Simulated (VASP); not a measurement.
# Pd (P6/mmm) in VASP: settings compared

The runs below take Pd through single point, with PBE+D3(BJ), PBE.

Everything below comes from runs of VASP 6.6.1. Logs are shortened: lines on timing, memory, paths and dates and some standing lists are left out, and cuts for length are marked.

## Step 1: The cell of the first run

It takes space group P6/mmm (No. 191, hexagonal). The conventional cell has a = 3.904 Å, b = 3.904 Å, c = 2.319 Å, α = 90.00°, β = 90.00°, γ = 120.00°. Pd (site symmetry 6/mmm) has 14 Pd at 2.32 to 2.53 Å within 3.1 Å. Within 3.0 Å of Pd (site symmetry -6m2) lie 11 Pd at 2.25 to 2.53 Å.

## Step 2: Single point, PBE+D3(BJ)

Contents of INCAR:

```
  PREC = Accurate
  ENCUT = 520
  EDIFF = 1E-6
  ISMEAR = -5
  SIGMA = 0.1
  LREAL = False
  LASPH = True
  NELM = 60
  ALGO = Normal
  ISIF = 2
  LWAVE = False
  LCHARG = False
  GGA = PE
  IVDW = 12
  NBANDS = 22
```

Contents of KPOINTS:

```
Automatic mesh
0
Gamma
  9 9 12
```

Contents of POSCAR:

```
Pd
1.0
    3.9038663883      0.0000000000      0.0000000000
   -1.9519331942      3.3808474653      0.0000000000
    0.0000000000      0.0000000000      2.3194056156
Pd
3
Direct
    0.0000000000      0.0000000000      0.0000000000
    0.3333333333      0.6666666667      0.5000000000
    0.6666666667      0.3333333333      0.5000000000
```

Potentials or basis: VASP PAW PBE potentials, release 64 (Pd).

Command:

```console
$ cat potpaw_PBE.64/Pd/POTCAR > POTCAR
$ mpirun -np 1 vasp_std > vasp.out
```

OUTCAR:

```text
PREC = Accurate
   ENCUT = 520
   EDIFF = 1E-6
   ISMEAR = -5
   LREAL = False
   LASPH = True
   NELM = 60
   ISIF = 2
   GGA = PE
   IVDW = 12
 IVDW          = 12

 ion  position               nearest neighbor table
   1  0.000  0.000  0.000-   2 2.53   3 2.53   2 2.53   3 2.53   3 2.53   3 2.53   2 2.53   2 2.53
                             3 2.53   3 2.53   2 2.53   2 2.53
   2  0.333  0.667  0.500-   3 2.25   3 2.25   3 2.25   1 2.53   1 2.53   1 2.53   1 2.53   1 2.53
                             1 2.53   3 3.23   3 3.23   3 3.23   3 3.23   3 3.23   3 3.23
   3  0.667  0.333  0.500-   2 2.25   2 2.25   2 2.25   1 2.53   1 2.53   1 2.53   1 2.53   1 2.53
                             1 2.53   2 3.23   2 3.23   2 3.23   2 3.23   2 3.23   2 3.23

  LATTYP: Found a hexagonal cell.
 ALAT       =     3.9038663883
 C/A-ratio  =     0.5941303787

  Lattice vectors:

 A1 = (   3.9038663883,   0.0000000000,   0.0000000000)
 A2 = (  -1.9519331942,   3.3808474653,   0.0000000000)
 A3 = (   0.0000000000,   0.0000000000,   2.3194056156)

Analysis of symmetry for initial positions (statically):
=====================================================================
 Subroutine PRICEL returns:
 Original cell was already a primitive cell.

 Routine SETGRP: Setting up the symmetry group for a
 hexagonal supercell.

 Subroutine GETGRP returns: Found 24 space group operations
 (whereof 24 operations were pure point group operations)
 out of a pool of 24 trial point group operations.

The static configuration has the point symmetry D_6h.

Analysis of symmetry for dynamics (positions and initial velocities):
=====================================================================
 Subroutine PRICEL returns:
 Original cell was already a primitive cell.

 Routine SETGRP: Setting up the symmetry group for a
 hexagonal supercell.

 Subroutine GETGRP returns: Found 24 space group operations
 (whereof 24 operations were pure point group operations)
 out of a pool of 24 trial point group operations.

The dynamic configuration has the point symmetry D_6h.

 Subroutine INISYM returns: Found 24 space group operations
 (whereof 24 operations are pure point group operations),
 and found     1 'primitive' translations

----------------------------------------------------------------------------------------

                                     Primitive cell

  volume of cell :      30.6124

  direct lattice vectors                    reciprocal lattice vectors
[... 90 lines left out ...]
   NELM   =     60;   NELMIN=  2; NELMDL= -5     # of ELM steps
   EDIFF  = 0.1E-05   stopping-criterion for ELM
   LREAL  =      F    real-space projection
   EDIFFG = 0.1E-04   stopping-criterion for IOM
   NSW    =      0    number of steps for IOM
   IBRION =     -1    ionic relax: 0-MD 1-quasi-New 2-CG
   NFREE  =      0    steps in history (QN), initial steepest desc. (CG)
   ISIF   =      2    stress and relaxation
   ISYM   =      2    0-nonsym 1-usesym 2-fastsym
   POTIM  = 0.5000    time-step for ionic-motion
   TEBEG  =    0.0;   TEEND  =   0.0 temperature during run
   PSTRESS=    0.0 pullay stress
   NELECT =      30.0000    total number of electrons
   NUPDOWN=      -1.0000    fix difference up-down
   EMIN   =  10.00;   EMAX   =-10.00  energy-range for DOS
   EFERMI =   0.00;   METHOD = LEGACY
   ISMEAR =    -5;   SIGMA  =   0.10  broadening in eV -4-tet -1-fermi 0-gaus
   EFERMI_NEDOS =   21; number of points for ismear=-14 and -15
   IALGO  =     38    algorithm
   IMIX   =      4    mixing-type and parameters
     AMIX     =   0.40;   BMIX     =  1.00
     AMIX_MAG =   1.60;   BMIX_MAG =  1.00
  volume/ion in A,a.u.               =      10.20        68.86
  Fermi-wavevector in a.u.,A,eV,Ry     =   1.626108  3.072899 35.976916  2.644229
  Thomas-Fermi vector in A             =   2.719122
   LORBIT       =      0    0 simple, 1 ext, 2 COOP (PROOUT), +10 PAW based schemes
   GGA     = PE    functional components
   LHFCALC =     F    Hartree Fock is set to
   AEXX    =    0.0000 exact exchange contribution
   IVDW    =    12    specifies the selected vdW correction
   LEPSILON=     F    determine dielectric tensor
   LRPA    =     F    only Hartree local field effects (RPA)
 non-spin polarized calculation
 Fermi weights with tetrahedron method with Bloechl corrections
  energy-cutoff  :      520.00
  volume of cell :       30.61
 maximum number of plane-waves:       855
 NGX is ok and might be reduce to    30
   NGX = 15   NGY = 15   NGZ =  9

 number of electron      30.0000000 magnetization

 Free energy of the ion-electron system (eV)
  ---------------------------------------------------
  ext. energy  EPLUGINS =         0.00000000
  ---------------------------------------------------
  free energy    TOTEN  =        -8.34231772 eV

  energy without entropy =       -8.34231772  energy(sigma->0) =       -8.34231772

 E-fermi :  17.5090     XC(G=0): -15.5962

 val. band max:       17.6498881637   @ k =   0.4444  -0.0000   0.2500
 cond. band min:      17.3089652872   @ k =   0.3333   0.2222   0.0000
 fundamental gap:     -0.3409228766
 Fermi energy:        17.5090288605

 k-point     1 :       0.0000    0.0000    0.0000
  band No.  band energies     occupation
      1       7.1652      2.00000
      2       8.3907      2.00000
      3      11.2056      2.00000
      4      11.7529      2.00000
      5      11.8223      2.00000
      6      11.8223      2.00000
[... 589 lines left out ...]
     21      34.0280      0.00000
     22      35.5690      0.00000

 [... further k-points ...]

------------------------ aborting loop because EDIFF is reached ----------------------------------------

 Edisp (eV)   -2.93765

 E8    (eV) :    -1.3057

  FORCE on cell =-STRESS in cart. coord.  units (eV):
  Direction    XX          YY          ZZ          XY          YZ          ZX
  --------------------------------------------------------------------------------------
  -------------------------------------------------------------------------------------
  Total      37.67318    37.67318    37.64333    -0.00000    -0.00000     0.00000
  in kB    1971.72194  1971.72194  1970.15927    -0.00000    -0.00000     0.00000
  external pressure =     1971.20 kB  Pullay stress =        0.00 kB

 VOLUME and BASIS-vectors are now :
 -----------------------------------------------------------------------------
  energy-cutoff  :      520.00
  volume of cell :       30.61
      direct lattice vectors                 reciprocal lattice vectors
     3.903866388  0.000000000  0.000000000     0.256156308  0.147891913  0.000000000
    -1.951933194  3.380847465  0.000000000     0.000000000  0.295783826  0.000000000
     0.000000000  0.000000000  2.319405616     0.000000000  0.000000000  0.431144942

 POSITION                                       TOTAL-FORCE (eV/Angst)
 -----------------------------------------------------------------------------------
      0.00000      0.00000      0.00000        -0.000000      0.000000      0.000000
     -0.00000      2.25390      1.15970         0.000000      0.000000     -0.000000
      1.95193      1.12695      1.15970        -0.000000      0.000000      0.000000
 -----------------------------------------------------------------------------------
    total drift:                               -0.000000      0.000000      0.000000

  FREE ENERGIE OF THE ION-ELECTRON SYSTEM (eV)
  ---------------------------------------------------
  free  energy   TOTEN  =       -11.2799713610 eV

  energy  without entropy=      -11.2799713610  energy(sigma->0) =      -11.27997136
```

OSZICAR:

```text
N       E                     dE             d eps       ncg     rms          rms(c)
DAV:   1     0.213543569819E+03    0.21354E+03   -0.15465E+04  3696   0.140E+03
DAV:   2    -0.470028082406E+01   -0.21824E+03   -0.20655E+03  3936   0.336E+02
DAV:   3    -0.923315653896E+01   -0.45329E+01   -0.45060E+01  4242   0.549E+01
DAV:   4    -0.926749551099E+01   -0.34339E-01   -0.34351E-01  4368   0.470E+00
DAV:   5    -0.926798666846E+01   -0.49116E-03   -0.49148E-03  4242   0.590E-01    0.408E+01
DAV:   6    -0.858953070245E+01    0.67846E+00   -0.51475E-01  4308   0.724E+00    0.229E+01
DAV:   7    -0.838592384742E+01    0.20361E+00   -0.35574E-01  4260   0.634E+00    0.333E+00
DAV:   8    -0.835428550332E+01    0.31638E-01   -0.26772E-01  4038   0.672E+00    0.192E+00
DAV:   9    -0.834229923829E+01    0.11986E-01   -0.36634E-02  4086   0.241E+00    0.187E-01
DAV:  10    -0.834233326268E+01   -0.34024E-04   -0.87578E-04  4446   0.238E-01    0.453E-02
DAV:  11    -0.834231832388E+01    0.14939E-04   -0.34108E-05  4368   0.545E-02    0.219E-02
DAV:  12    -0.834231709263E+01    0.12313E-05   -0.36127E-06  4272   0.149E-02    0.443E-03
DAV:  13    -0.834231818766E+01   -0.10950E-05   -0.15450E-07  2334   0.409E-03    0.146E-03
DAV:  14    -0.834231772446E+01    0.46320E-06   -0.43479E-08  2142   0.216E-03
   1 F= -.11279971E+02 E0= -.11279971E+02  d E =0.000000E+00
```

stdout:

```text
POSCAR found type information on POSCAR Pd
 POSCAR found :  1 types and       3 ions
 scaLAPACK will be used
 LDA part: xc-table for (Slater+PW92), standard interpolation
 POSCAR, INCAR and KPOINTS ok, starting setup
 FFT: planning ... GRIDC
 FFT: planning ... GRID_SOFT
 FFT: planning ... GRID
 WAVECAR not read
 entering main loop
 -----------------------------------------------------------------------------
|                                                                             |
|           W    W    AA    RRRRR   N    N  II  N    N   GGGG   !!!           |
|           W    W   A  A   R    R  NN   N  II  NN   N  G    G  !!!           |
|           W    W  A    A  R    R  N N  N  II  N N  N  G       !!!           |
|           W WW W  AAAAAA  RRRRR   N  N N  II  N  N N  G  GGG   !            |
|           WW  WW  A    A  R   R   N   NN  II  N   NN  G    G                |
|           W    W  A    A  R    R  N    N  II  N    N   GGGG   !!!           |
|                                                                             |
|     Tetrahedron method does not include variations of the Fermi             |
|     occupations, so forces and stress will be inaccurate. We suggest        |
|     using a different smearing scheme ISMEAR = 1 or 2 for metals in         |
|     relaxations.                                                            |
|                                                                             |
 -----------------------------------------------------------------------------
```

Run time: 26 s. Hardware: 1 thread of Intel Xeon 6975P-C (Granite Rapids), shared host; peak memory 0.18 GiB.

Results:

```
Free energy                : -11.2800 eV
Pressure                   : 197.1 GPa
Band gap on the k mesh     : zero (band 15 reaches 19.02 eV, above the bottom of band 16 at 17.12 eV)
Dispersion energy per atom : -0.979 eV
```

Stress tensor (GPa, compression positive):
```
197.17   0.00   0.00
  0.00 197.17   0.00
  0.00   0.00 197.02
```

Caveat: pairwise dispersion overbinds metals, which lowers pressure and volume; tetrahedron occupations give inexact forces and stress in metals.

## Step 3: Single point, PBE (volume scaled by 0.75)

Contents of INCAR:

```
ALGO = Normal
EDIFF = 1E-6
ENCUT = 520
GGA = PE
ISIF = 2
ISMEAR = -1
LASPH = True
LCHARG = False
LREAL = False
LWAVE = False
NBANDS = 22
NELM = 60
PREC = Accurate
SIGMA = 0.1
```

Contents of KPOINTS:

```
k-points
0
Gamma
  9 9 12
```

Contents of POSCAR:

```
Pd
1.0
    4.0938280544      0.0000000000      0.0000000000
   -2.0469140272      3.5453590939      0.0000000000
    0.0000000000      0.0000000000      2.4336342342
Pd
3
Direct
    0.0000000000      0.0000000000      0.0000000000
    0.3333333333      0.6666666667      0.5000000000
    0.6666666667      0.3333333333      0.5000000000
```

Potentials or basis: VASP PAW PBE potentials, release 64 (Pd).

Command:

```console
$ cat potpaw_PBE.64/Pd/POTCAR > POTCAR
$ mpirun -np 1 vasp_std > vasp.out
```

OUTCAR:

```text
EDIFF = 1E-6
   ENCUT = 520
   GGA = PE
   ISIF = 2
   ISMEAR = -1
   LASPH = True
   LREAL = False
   NELM = 60
   PREC = Accurate

 ion  position               nearest neighbor table
   1  0.000  0.000  0.000-   2 2.66   3 2.66   2 2.66   3 2.66   3 2.66   3 2.66   2 2.66   2 2.66
                             3 2.66   3 2.66   2 2.66   2 2.66
   2  0.333  0.667  0.500-   3 2.36   3 2.36   3 2.36   1 2.66   1 2.66   1 2.66   1 2.66   1 2.66
                             1 2.66   3 3.39   3 3.39   3 3.39   3 3.39   3 3.39   3 3.39
   3  0.667  0.333  0.500-   2 2.36   2 2.36   2 2.36   1 2.66   1 2.66   1 2.66   1 2.66   1 2.66
                             1 2.66   2 3.39   2 3.39   2 3.39   2 3.39   2 3.39   2 3.39
[... 800 lines left out ...]
  -------------------------------------------------------------------------------------
  Total       21.5728297     21.5728297     21.6341368      0.0000000      0.0000000      0.0000000
  in kB      978.5264386    978.5264386    981.3072796      0.0000000      0.0000000      0.0000000
  external PRESSURE =     979.4533856 kB  Pullay stress =       0.0000000 kB

 VOLUME and BASIS-vectors are now :
 -----------------------------------------------------------------------------
  energy-cutoff  :      520.00
  volume of cell :       35.32
      direct lattice vectors                 reciprocal lattice vectors
     4.093828054  0.000000000  0.000000000     0.244270152  0.141029438  0.000000000
    -2.046914027  3.545359094  0.000000000     0.000000000  0.282058876  0.000000000
     0.000000000  0.000000000  2.433634234     0.000000000  0.000000000  0.410908092

 POSITION                                       TOTAL-FORCE (eV/Angst)
 -----------------------------------------------------------------------------------
      0.00000      0.00000      0.00000         0.000000      0.000000      0.000000
     -0.00000      2.36357      1.21682        -0.000000      0.000000      0.000000
      2.04691      1.18179      1.21682         0.000000      0.000000      0.000000
 -----------------------------------------------------------------------------------
    total drift:                               -0.000000      0.000000      0.000000

  FREE ENERGIE OF THE ION-ELECTRON SYSTEM (eV)
  ---------------------------------------------------
  free  energy   TOTEN  =       -12.7841229120 eV

  energy  without entropy=      -12.6532493326  energy(sigma->0) =      -12.71868612
```

OSZICAR:

```text
N       E                     dE             d eps       ncg     rms          rms(c)
DAV:   1     0.201706323891E+03    0.20171E+03   -0.15390E+04  3696   0.137E+03
DAV:   2    -0.947747459463E+01   -0.21118E+03   -0.19938E+03  3936   0.324E+02
DAV:   3    -0.136080605442E+02   -0.41306E+01   -0.41053E+01  4242   0.514E+01
DAV:   4    -0.136407366398E+02   -0.32676E-01   -0.32672E-01  4302   0.444E+00
DAV:   5    -0.136412430198E+02   -0.50638E-03   -0.50638E-03  4356   0.595E-01    0.270E+01
DAV:   6    -0.129284430009E+02    0.71280E+00   -0.11015E+00  4128   0.100E+01    0.144E+01
DAV:   7    -0.128612407786E+02    0.67202E-01   -0.49706E-01  4194   0.745E+00    0.445E+00
DAV:   8    -0.128012041441E+02    0.60037E-01   -0.46020E-01  4032   0.842E+00    0.263E+00
DAV:   9    -0.127840908638E+02    0.17113E-01   -0.50740E-02  3990   0.273E+00    0.219E-01
DAV:  10    -0.127841181442E+02   -0.27280E-04   -0.10612E-03  4434   0.268E-01    0.469E-02
DAV:  11    -0.127841219394E+02   -0.37953E-05   -0.35932E-05  4332   0.573E-02    0.186E-02
DAV:  12    -0.127841234741E+02   -0.15347E-05   -0.39549E-06  4030   0.167E-02    0.467E-03
DAV:  13    -0.127841229120E+02    0.56214E-06   -0.39405E-07  2508   0.676E-03
   1 F= -.12784123E+02 E0= -.12718686E+02  d E =-.130874E+00
```

Wall time 23 s (1 thread of Intel Xeon 6975P-C (Granite Rapids), shared host); peak memory 0.17 GiB.

Results:

```
Free energy            : -12.7841 eV
Pressure               : 97.9 GPa
Band gap on the k mesh : zero (band 15 reaches 15.31 eV, above the bottom of band 16 at 13.81 eV)
```

## Step 4: Single point, PBE (volume scaled by 0.75)

Contents of INCAR:

```
SYSTEM = Pd
PREC     = Accurate       ! precision mode
ENCUT    = 520            ! plane-wave cutoff, eV
EDIFF    = 1E-6           ! SCF threshold, eV
ISMEAR   = -1             ! smearing method
SIGMA    = 0.1            ! smearing width, eV
LREAL    = .FALSE.        ! projectors in reciprocal space
LASPH    = .TRUE.         ! aspherical terms in the spheres
NELM     = 80             ! most SCF steps
ALGO     = Normal         ! electronic algorithm
ISIF     = 2              ! what is computed and relaxed
LWAVE    = .FALSE.        ! write WAVECAR
LCHARG   = .FALSE.        ! write CHGCAR
GGA      = PE             ! functional
NBANDS   = 22             ! bands
```

Contents of KPOINTS:

```
regular mesh
0
G
  9 9 12
  0 0 0
```

POSCAR is that of step 3.

Command:

```console
$ cat potpaw_PBE.64/Pd/POTCAR > POTCAR
$ mpirun -np 1 vasp_std > vasp.out
```

Wall time 24 s (1 thread of Intel Xeon 6975P-C (Granite Rapids), shared host); peak memory 0.17 GiB.

Results (log left out):

```yaml
Free_energy: -12.7841 eV
Pressure: 97.9 GPa
Band_gap_on_the_k_mesh: zero (band 15 reaches 15.31 eV, above the bottom of band 16 at 13.81 eV)
```

Stress tensor (GPa, compression positive):
```
97.85  0.00  0.00
 0.00 97.85  0.00
 0.00  0.00 98.13
```

Levels at points of the mesh, in eV from the Fermi level:
| k point | band 12 | band 13 | band 14 | band 15 | band 16 | band 17 | band 18 | band 19 |
| --- | --- | --- | --- | --- | --- | --- | --- | --- |
| (0.00, 0.00, 0.00) | -2.34 | -2.17 | -2.17 | 0.27 | 0.27 | 8.90 | 8.90 | 8.95 |
| (0.00, 0.00, 0.50) | -0.73 | -0.25 | -0.25 | 1.16 | 3.11 | 4.17 | 10.72 | 11.43 |

(Part 1 of 2 ends here.)
